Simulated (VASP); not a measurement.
# SiS3 (Fm-3m) in VASP: notebook

Runs on SiS3. Level: PBE. Tasks: single point, relaxation of cell and atoms.

Everything below comes from runs of VASP 6.6.1. Logs are shortened: lines on timing, memory, paths and dates and some standing lists are left out, and cuts for length are marked.

## 1. The cell of the first run

The structure is cubic, space group Fm-3m (No. 225). The conventional cell has a = 6.350 Å, b = 6.350 Å, c = 6.350 Å, α = 90.00°, β = 90.00°, γ = 90.00°. Within 3.6 Å of Si (site symmetry m-3m) lie 14 S at 2.75 to 3.17 Å. Within 3.6 Å of S (site symmetry -43m) lie 4 Si at 2.75 Å and 10 S at 2.75 to 3.17 Å. S (site symmetry m-3m) has 8 S at 2.75 Å and 6 Si at 3.17 Å within 3.6 Å.

## 2. Single point, PBE

Input file INCAR:

```
SYSTEM = SiS3
ALGO = Normal
EDIFF = 1E-6
ENCUT = 500
GGA = PE
GGA_COMPAT = .FALSE.
ISIF = 2
ISMEAR = 0
LASPH = .TRUE.
LCHARG = .FALSE.
LREAL = .FALSE.
LWAVE = .FALSE.
NBANDS = 19
NELM = 120
PREC = Accurate
SIGMA = 0.1
```

Input file KPOINTS:

```
k-points
0
G
  4 4 4
  0 0 0
```

Input file POSCAR:

```
SiS3
1.0
    0.0000000000      3.1748621306      3.1748621306
    3.1748621306      0.0000000000      3.1748621306
    3.1748621306      3.1748621306      0.0000000000
Si S
1 3
Direct
    0.0000000000      0.0000000000      0.0000000000
    0.2500000000      0.2500000000      0.2500000000
    0.7500000000      0.7500000000      0.7500000000
    0.5000000000      0.5000000000      0.5000000000
```

Potentials or basis: VASP PAW PBE potentials, release 64 (Si, S).

On the command line:

```sh
> cat potpaw_PBE.64/Si/POTCAR potpaw_PBE.64/S/POTCAR > POTCAR
> mpirun -np 1 vasp_std > vasp.out
```

OUTCAR:

```text
SYSTEM = SiS3
   EDIFF = 1E-6
   ENCUT = 500
   GGA = PE
   ISIF = 2
   ISMEAR = 0
   LASPH = .TRUE.
   LREAL = .FALSE.
   NELM = 120
   PREC = Accurate

 ion  position               nearest neighbor table
   1  0.000  0.000  0.000-   3 2.75   3 2.75   3 2.75   2 2.75   2 2.75   2 2.75   3 2.75   2 2.75

   2  0.250  0.250  0.250-   1 2.75   1 2.75   1 2.75   4 2.75   4 2.75   4 2.75   4 2.75   1 2.75

   3  0.750  0.750  0.750-   4 2.75   4 2.75   4 2.75   1 2.75   1 2.75   1 2.75   4 2.75   1 2.75

   4  0.500  0.500  0.500-   2 2.75   2 2.75   2 2.75   3 2.75   3 2.75   3 2.75   3 2.75   2 2.75

  LATTYP: Found a face centered cubic cell.
 ALAT       =     6.3497242612

  Lattice vectors:

 A1 = (   0.0000000000,   3.1748621306,   3.1748621306)
 A2 = (   3.1748621306,   0.0000000000,   3.1748621306)
 A3 = (   3.1748621306,   3.1748621306,   0.0000000000)

Analysis of symmetry for initial positions (statically):
=====================================================================
 Subroutine PRICEL returns:
 Original cell was already a primitive cell.

 Routine SETGRP: Setting up the symmetry group for a
 face centered cubic supercell.

 Subroutine GETGRP returns: Found 48 space group operations
 (whereof 48 operations were pure point group operations)
 out of a pool of 48 trial point group operations.

The static configuration has the point symmetry O_h .

Analysis of symmetry for dynamics (positions and initial velocities):
=====================================================================
 Subroutine PRICEL returns:
 Original cell was already a primitive cell.

 Routine SETGRP: Setting up the symmetry group for a
 face centered cubic supercell.

 Subroutine GETGRP returns: Found 48 space group operations
 (whereof 48 operations were pure point group operations)
 out of a pool of 48 trial point group operations.

The dynamic configuration has the point symmetry O_h .

 Subroutine INISYM returns: Found 48 space group operations
 (whereof 48 operations are pure point group operations),
 and found     1 'primitive' translations

----------------------------------------------------------------------------------------

                                     Primitive cell

  volume of cell :      64.0036

  direct lattice vectors                    reciprocal lattice vectors
     0.000000000  3.174862131  3.174862131    -0.157487154  0.157487154  0.157487154
     3.174862131  0.000000000  3.174862131     0.157487154 -0.157487154  0.157487154
     3.174862131  3.174862131  0.000000000     0.157487154  0.157487154 -0.157487154

  length of vectors
     4.489933084  4.489933084  4.489933084     0.272775752  0.272775752  0.272775752

  position of ions in fractional coordinates (direct lattice)
     0.000000000  0.000000000  0.000000000
     0.250000000  0.250000000  0.250000000
     0.750000000  0.750000000  0.750000000
     0.500000000  0.500000000  0.500000000

  ion indices of the primitive-cell ions
   primitive index   ion index
                 1           1
                 2           2
                 3           3
                 4           4

----------------------------------------------------------------------------------------

 KPOINTS: k-points

Automatic generation of k-mesh.
 Grid dimensions read from file:
 generate k-points for:    4    4    4

 Generating k-lattice:

  Cartesian coordinates                     Fractional coordinates (reciprocal lattice)
    -0.039371788  0.039371788  0.039371788     0.250000000  0.000000000  0.000000000
     0.039371788 -0.039371788  0.039371788     0.000000000  0.250000000  0.000000000
     0.039371788  0.039371788 -0.039371788     0.000000000  0.000000000  0.250000000

  Length of vectors
     0.068193938  0.068193938  0.068193938

  Shift w.r.t. Gamma in fractional coordinates (k-lattice)
     0.000000000  0.000000000  0.000000000

 Subroutine IBZKPT returns following result:
 ===========================================

 Found      8 irreducible k-points:

 Following reciprocal coordinates:
            Coordinates               Weight
  0.000000  0.000000  0.000000      1.000000
  0.250000  0.000000  0.000000      8.000000
  0.500000  0.000000  0.000000      4.000000
  0.250000  0.250000  0.000000      6.000000
  0.500000  0.250000  0.000000     24.000000
 -0.250000  0.250000  0.000000     12.000000
  0.500000  0.500000  0.000000      3.000000
 -0.250000  0.500000  0.250000      6.000000
   k-points           NKPTS =      8   k-points in BZ     NKDIM =      8   number of bands    NBANDS=     19
   number of dos      NEDOS =    301   number of ions     NIONS =      4
   total plane-waves  NPLWV =  46656
   dimension x,y,z NGX =    36 NGY =   36 NGZ =   36
   dimension x,y,z NGXF=    72 NGYF=   72 NGZF=   72
   ions per type =               1   3
   NGX,Y,Z   is equivalent  to a cutoff of  13.33, 13.33, 13.33 a.u.
   NGXF,Y,Z  is equivalent  to a cutoff of  26.66, 26.66, 26.66 a.u.
 SYSTEM =  SiS3
[... 43 lines left out ...]
  volume of cell :       64.00
 maximum number of plane-waves:      1660
 NGX is ok and might be reduce to    36
   NGX = 17   NGY = 17   NGZ = 17

 number of electron      21.9999998 magnetization

 Free energy of the ion-electron system (eV)
  ---------------------------------------------------
  ext. energy  EPLUGINS =         0.00000000
  ---------------------------------------------------
  free energy    TOTEN  =       -14.44533304 eV

  energy without entropy =      -14.40655271  energy(sigma->0) =      -14.42594288

 E-fermi :   7.8731     XC(G=0): -11.0155

 val. band max:        7.8228415858   @ k =   0.5000   0.5000   0.0000
 cond. band min:       7.8781963862   @ k =  -0.2500   0.2500   0.0000
 fundamental gap:      0.0553548004
 Fermi energy:         7.8731188345

 k-point     1 :       0.0000    0.0000    0.0000
  band No.  band energies     occupation
      1      -8.5083      2.00000
      2      -3.5510      2.00000
      3      -2.5836      2.00000
      4       3.5244      2.00000
      5       3.5244      2.00000
      6       3.5244      2.00000
[... 11 lines left out ...]
     18      12.7801      0.00000
     19      20.0277      0.00000

 k-point     2 :       0.2500    0.0000    0.0000
  band No.  band energies     occupation
      1      -7.9639      2.00000
      2      -4.2455      2.00000
      3      -3.2095      2.00000
      4       1.5672      2.00000
      5       2.7260      2.00000
      6       2.7260      2.00000
[... 11 lines left out ...]
     18      13.7570      0.00000
     19      19.1062      0.00000

 k-point     3 :       0.5000    0.0000    0.0000
  band No.  band energies     occupation
      1      -6.8154      2.00000
      2      -5.7909      2.00000
      3      -3.5374      2.00000
      4       0.7032      2.00000
      5       2.5190      2.00000
      6       2.5190      2.00000
[... 11 lines left out ...]
     18      17.9360      0.00000
     19      18.0362      0.00000

 k-point     4 :       0.2500    0.2500    0.0000
  band No.  band energies     occupation
      1      -7.7809      2.00000
      2      -4.1228      2.00000
      3      -3.5986      2.00000
      4       1.2504      2.00000
      5       1.5148      2.00000
      6       1.5148      2.00000
[... 11 lines left out ...]
     18      15.7223      0.00000
     19      19.0387      0.00000

 k-point     5 :       0.5000    0.2500    0.0000
  band No.  band energies     occupation
      1      -6.6510      2.00000
      2      -5.2403      2.00000
      3      -4.3395      2.00000
      4      -0.3622      2.00000
      5       1.2931      2.00000
      6       3.1327      2.00000
[... 11 lines left out ...]
     18      16.3142      0.00000
     19      17.3864      0.00000

 k-point     6 :      -0.2500    0.2500    0.0000
  band No.  band energies     occupation
      1      -7.1138      2.00000
      2      -4.8443      2.00000
      3      -4.1719      2.00000
      4       0.0467      2.00000
      5       2.1301      2.00000
      6       2.8416      2.00000
[... 11 lines left out ...]
     18      17.1821      0.00000
     19      17.2701      0.00000

 k-point     7 :       0.5000    0.5000    0.0000
  band No.  band energies     occupation
      1      -5.9358      2.00000
      2      -5.6915      2.00000
      3      -4.5728      2.00000
      4      -0.2598      2.00000
      5       0.7352      2.00000
      6       0.7352      2.00000
[... 11 lines left out ...]
     18      15.1329      0.00000
     19      15.1956      0.00000

 k-point     8 :      -0.2500    0.5000    0.2500
  band No.  band energies     occupation
      1      -5.6414      2.00000
      2      -5.3722      2.00000
      3      -5.3722      2.00000
      4      -1.2467      2.00000
      5       2.8510      2.00000
      6       2.8510      2.00000
[... 11 lines left out ...]
     18      16.5884      0.00000
     19      16.9780      0.00000

------------------------ aborting loop because EDIFF is reached ----------------------------------------

  FORCE on cell =-STRESS in cart. coord.  units (eV):
  Direction    XX          YY          ZZ          XY          YZ          ZX
  --------------------------------------------------------------------------------------
  -------------------------------------------------------------------------------------
  Total       -0.0434765     -0.0434765     -0.0434765      0.0000000      0.0000000      0.0000000
  in kB       -1.0883292     -1.0883292     -1.0883292      0.0000000      0.0000000      0.0000000
  external PRESSURE =      -1.0883292 kB  Pullay stress =       0.0000000 kB

 VOLUME and BASIS-vectors are now :
 -----------------------------------------------------------------------------
  energy-cutoff  :      500.00
  volume of cell :       64.00
      direct lattice vectors                 reciprocal lattice vectors
     0.000000000  3.174862131  3.174862131    -0.157487154  0.157487154  0.157487154
     3.174862131  0.000000000  3.174862131     0.157487154 -0.157487154  0.157487154
     3.174862131  3.174862131  0.000000000     0.157487154  0.157487154 -0.157487154

 POSITION                                       TOTAL-FORCE (eV/Angst)
 -----------------------------------------------------------------------------------
      0.00000      0.00000      0.00000         0.000000      0.000000      0.000000
      1.58743      1.58743      1.58743         0.000000      0.000000      0.000000
      4.76229      4.76229      4.76229        -0.000000     -0.000000     -0.000000
      3.17486      3.17486      3.17486         0.000000      0.000000      0.000000
 -----------------------------------------------------------------------------------
    total drift:                                0.000000      0.000000      0.000000

  FREE ENERGIE OF THE ION-ELECTRON SYSTEM (eV)
  ---------------------------------------------------
  free  energy   TOTEN  =       -14.4453330446 eV

  energy  without entropy=      -14.4065527119  energy(sigma->0) =      -14.42594288
```

It took 12 s on 1 thread of Intel Xeon Platinum 8488C (Sapphire Rapids), shared host; peak memory 0.19 GiB.

Results:

```yaml
Free_energy: -14.4453 eV
Pressure: -0.1 GPa
Band_gap_on_the_k_mesh: zero (band 11 reaches 8.09 eV, above the bottom of band 12 at 5.62 eV)
```

Caveat: the k points lie up to 0.43 Å⁻¹ apart.

## 3. Single point, PBE

This run uses another cell than the first one, of 20.48 Å³/atom, 1.280 times its volume.

Input file INCAR:

```
SYSTEM = SiS3
ALGO     = Normal         ! electronic algorithm
EDIFF    = 1E-6           ! SCF threshold, eV
ENCUT    = 500            ! plane-wave cutoff, eV
GGA      = PE             ! functional
GGA_COMPAT= .False.      
ISIF     = 2              ! what is computed and relaxed
ISMEAR   = 0              ! smearing method
LASPH    = .True.         ! aspherical terms in the spheres
LCHARG   = .False.        ! write CHGCAR
LREAL    = .False.        ! projectors in reciprocal space
LWAVE    = .False.        ! write WAVECAR
NBANDS   = 19             ! bands
NELM     = 120            ! most SCF steps
PREC     = Accurate       ! precision mode
SIGMA    = 0.1            ! smearing width, eV
```

Input file KPOINTS:

```
k-points
0
Gamma
  4 4 4
  0 0 0
```

Input file POSCAR:

```
SiS3
1.0
    0.0000000000      3.4471307800      3.4471307800
    3.4471307800      0.0000000000      3.4471307800
    3.4471307800      3.4471307800      0.0000000000
Si S
1 3
Direct
    0.0000000000      0.0000000000      0.0000000000
    0.2500000000      0.2500000000      0.2500000000
    0.7500000000      0.7500000000      0.7500000000
    0.5000000000      0.5000000000      0.5000000000
```

Potentials or basis: VASP PAW PBE potentials, release 64 (Si, S).

On the command line:

```sh
> cat potpaw_PBE.64/Si/POTCAR potpaw_PBE.64/S/POTCAR > POTCAR
> mpirun -np 1 vasp_std > vasp.out
```

Wall time 12 s (1 thread of Intel Xeon Platinum 8488C (Sapphire Rapids), shared host); peak memory 0.19 GiB.

It converged, with:

| Item | Value |
| --- | --- |
| Free energy | -13.7091 eV |
| Pressure | -10.9 GPa |
| Band gap on the k mesh | zero (band 11 reaches 4.94 eV, above the bottom of band 12 at 3.23 eV) |

Levels at points of the mesh, in eV from the Fermi level:
```csv
k point,band 9,band 10,band 11,band 12,band 13,band 14
"(0.00, 0.00, 0.00)",-2.91,-2.91,-1.47,-1.47,-1.47,3.67
"(0.50, 0.00, 0.00)",-1.93,-1.68,0.24,0.24,0.90,2.55
"(0.50, 0.50, 0.00)",-0.61,-0.61,-0.06,0.15,0.15,2.56
```

Caveat: the k points lie up to 0.39 Å⁻¹ apart.

## 4. Single point, PBE

This run uses another cell than the first one, of 15.54 Å³/atom, 0.971 times its volume.

Input file INCAR:

```
SYSTEM = SiS3
PREC = Accurate
ENCUT = 500
EDIFF = 1E-6
ISMEAR = 0
SIGMA = 0.1
LREAL = .FALSE.
LASPH = .TRUE.
NELM = 120
ALGO = Normal
ISIF = 2
LWAVE = .FALSE.
LCHARG = .FALSE.
GGA = PE
NBANDS = 19
GGA_COMPAT = .FALSE.
```

Input file KPOINTS:

```
regular mesh
0
G
  6 6 6
  0 0 0
```

Input file POSCAR:

```
SiS3
1.0
    0.0000000000      3.1442295299      3.1442295299
    3.1442295299      0.0000000000      3.1442295299
    3.1442295299      3.1442295299      0.0000000000
Si S
1 3
Direct
    0.0000000000      0.0000000000      0.0000000000
    0.2500000000      0.2500000000      0.2500000000
    0.7500000000      0.7500000000      0.7500000000
    0.5000000000      0.5000000000      0.5000000000
```

On the command line:

```sh
> cat potpaw_PBE.64/Si/POTCAR potpaw_PBE.64/S/POTCAR > POTCAR
> mpirun -np 1 vasp_std > vasp.out
```

Wall time 13 s (1 thread of Intel Xeon Platinum 8488C (Sapphire Rapids), shared host); peak memory 0.17 GiB.

It converged, with:

| Quantity | Value |
| --- | --- |
| Free energy | -14.6290 eV |
| Pressure | -0.1 GPa |
| Band gap on the k mesh | zero (band 11 reaches 8.86 eV, above the bottom of band 12 at 5.91 eV) |

Levels at points of the mesh, in eV from the Fermi level:
```csv
k point,band 8,band 9,band 10,band 11,band 12,band 13,band 14,band 15
"(0.00, 0.00, 0.00)",-4.18,-4.18,-3.90,-2.35,-2.35,-2.35,3.53,3.53
"(0.50, 0.00, 0.00)",-4.53,-2.20,-1.54,0.20,0.20,1.71,2.55,2.55
"(0.50, 0.50, 0.00)",-0.97,-0.97,-0.10,-0.03,0.21,0.21,3.41,4.65
```

## 5. Relaxation of cell and atoms, PBE

This run uses another cell than the first one, of 20.48 Å³/atom, 1.280 times its volume.

Input file INCAR:

```
ALGO = Normal
EDIFF = 1E-7
EDIFFG = -0.04
ENCUT = 500
GGA = PE
GGA_COMPAT = F
IBRION = 2
ISIF = 3
ISMEAR = 0
LASPH = T
LCHARG = F
LREAL = F
LWAVE = F
NELM = 120
NELMIN = 4
NSW = 90
PREC = Accurate
SIGMA = 0.1
```

Input file KPOINTS:

```
k-points
0
Gamma
  4 4 4
```

Input file POSCAR:

```
SiS3
1.0
    0.0000000000      3.4471307800      3.4471307800
    3.4471307800      0.0000000000      3.4471307800
    3.4471307800      3.4471307800      0.0000000000
Si S
1 3
Direct
    0.0000000000      0.0000000000      0.0000000000
    0.2500000000      0.2500000000      0.2500000000
    0.7500000000      0.7500000000      0.7500000000
    0.5000000000      0.5000000000      0.5000000000
```

On the command line:

```sh
> cat potpaw_PBE.64/Si/POTCAR potpaw_PBE.64/S/POTCAR > POTCAR
> mpirun -np 1 vasp_std > vasp.out
```

Wall time 29 s (1 thread of Intel Xeon Platinum 8488C (Sapphire Rapids), shared host); peak memory 0.2 GiB.

The run converged. Its results:

```
Free energy                            : -14.4495 eV
Relaxed volume                         : 16.00 Å³/atom
Relaxed cell                           : a = 4.490 Å, b = 4.490 Å, c = 4.490 Å, α = 60.00°, β = 60.00°, γ = 60.00°
Space group after relaxing (to 0.05 Å) : Fm-3m (No. 225)
Energy gained by relaxing              : 185.1 meV/atom
Ionic steps                            : 3
Pressure after relaxing                : -0.1 GPa
Band gap on the k mesh                 : zero (band 11 reaches 8.09 eV, above the bottom of band 12 at 5.62 eV)
```

The path:
```
step  energy change (eV)  largest force (eV/Å)  pressure (GPa)  volume (Å³)
   1              0.0000                0.0000          -10.87        81.92
   2             -0.7181                0.0000           -2.65        66.53
   3             -0.7404                0.0000           -0.08        64.00
```

Final structure:
```
CELL_PARAMETERS angstrom
0.00000 3.17488 3.17488
3.17488 0.00000 3.17488
3.17488 3.17488 0.00000
ATOMIC_POSITIONS crystal
Si 0.00000 0.00000 0.00000
S 0.25000 0.25000 0.25000
S 0.75000 0.75000 0.75000
S 0.50000 0.50000 0.50000
```

Levels at points of the mesh, in eV from the Fermi level:
```
           k point  band 7  band 8  band 9  band 10  band 11  band 12  band 13  band 14  band 15
(0.00, 0.00, 0.00)   -4.08   -4.08   -4.08    -4.00    -2.25    -2.25    -2.25     3.67     3.67
(0.50, 0.00, 0.00)   -4.37   -4.37   -2.20    -1.60     0.17     0.17     1.57     2.56     2.56
(0.50, 0.50, 0.00)   -1.68   -0.94   -0.94    -0.19    -0.05     0.16     0.16     3.31     4.55
```

Caveat: the k points lie up to 0.43 Å⁻¹ apart in the final cell; the volume moved by over 15 % at a fixed basis, so the end points are rough.

## 6. Overview

| task | cell | k mesh | gap on the mesh (eV) | pressure (GPa) |
| --- | --- | --- | --- | --- |
| single point | a = 4.490 Å, angles 60.0°, 4 atoms | 4 × 4 × 4 | none | -0.1 |
| single point | a = 4.875 Å, angles 60.0°, 4 atoms | 4 × 4 × 4 | none | -10.9 |
| single point | a = 4.447 Å, angles 60.0°, 4 atoms | 6 × 6 × 6 | none | -0.1 |
| relaxation of cell and atoms | relaxed from a = 4.875 Å, angles 60.0°, 4 atoms | 4 × 4 × 4 | none | -0.1 |

Alike in all rows: level PBE; potentials or basis VASP PAW PBE potentials, release 64 (Si, S); no spin polarisation; cutoff (eV) 500; smearing gaussian 0.1 eV.

Caveats: some runs use coarse meshes; the volume moved by over 15 % at a fixed basis, so the end points are rough (some runs).

Absolute energies hang on the potentials; compare differences alone.
